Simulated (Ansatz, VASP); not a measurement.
## Two plane-wave programs on Te3Pb4Se

The input INCAR:

```
SYSTEM = Te3Pb4Se
  PREC = Accurate
  ENCUT = 520
  EDIFF = 1E-6
  ISMEAR = 0
  SIGMA = 0.1
  LREAL = .FALSE.
  LASPH = .TRUE.
  NELM = 80
  ALGO = Normal
  ISIF = 2
  LWAVE = .FALSE.
  LCHARG = .FALSE.
  GGA = PE
  NBANDS = 50
```

File KPOINTS:

```
Automatic mesh
0
G
  4 4 2
  0 0 0
```

The input POSCAR:

```
Te3Pb4Se
1.0
    4.4893954500      0.0000000000      0.0000000000
    0.0000000000      4.4893954500      0.0000000000
    0.0000000000      0.0000000000     12.6979278700
Te Pb Se
3 4 1
Direct
    0.0000000000      0.0000000000      0.0000000000
    0.5000000000      0.5000000000      0.2500000000
    0.5000000000      0.5000000000      0.7500000000
    0.0000000000      0.0000000000      0.7500000000
    0.5000000000      0.5000000000      0.0000000000
    0.0000000000      0.0000000000      0.2500000000
    0.5000000000      0.5000000000      0.5000000000
    0.0000000000      0.0000000000      0.5000000000
```

Input for Ansatz:

```yaml
crystal:
  lattice:
    - [4.48939545, 0.0, 0.0]
    - [0.0, 4.48939545, 0.0]
    - [0.0, 0.0, 12.69792787]
  atoms:
    - { symbol: Te, position: [0.0, 0.0, 0.0] }
    - { symbol: Te, position: [0.5, 0.5, 0.25] }
    - { symbol: Te, position: [0.5, 0.5, 0.75] }
    - { symbol: Pb, position: [0.0, 0.0, 0.75] }
    - { symbol: Pb, position: [0.5, 0.5, 0.0] }
    - { symbol: Pb, position: [0.0, 0.0, 0.25] }
    - { symbol: Pb, position: [0.5, 0.5, 0.5] }
    - { symbol: Se, position: [0.0, 0.0, 0.5] }
basis:
  ecutwfc: 420
kpoints:
  mp_grid: { grid: [4, 4, 2] }
hamiltonian:
  xc: pbe
scf:
  occupations: { method: gaussian, width: 0.1 }
  lower_state_search: "off"
output:
  forces: true
  stress: true
  eigenvalues: true
```

Alike in both runs: task single point; functional PBE; k mesh 4 × 4 × 2; occupations gaussian, width 0.1 eV; no spin polarisation.

```csv
,VASP,Ansatz
version,VASP 6.6.1,Ansatz 0.2.0
potentials or method,"VASP PAW PBE potentials, release 64 (Te, Pb_d, Se), cutoff 520 eV","scalar-relativistic, plane waves, PAW"
valence electrons in the cell,80,120
```

|  | VASP | Ansatz | Ansatz less VASP |
| --- | --- | --- | --- |
| gap on the k mesh at the Fermi level (eV) | 0.37 | 0.36 | -0.004 |
| least direct gap on the mesh (eV) | 0.37 | 0.36 | -0.004 |
| pressure (GPa) | 3.0 | 3.1 | +0.04 |
| rms of the force components (eV/Å) | 0.107 | 0.107 | +0.0002 |

Atom by atom the forces differ by 0.000 eV/Å (rms over components). VASP's potentials hold 80 valence electrons a cell and Ansatz's 120, so a difference there can come from the potentials and not from the codes.

Spin-orbit coupling is off throughout.
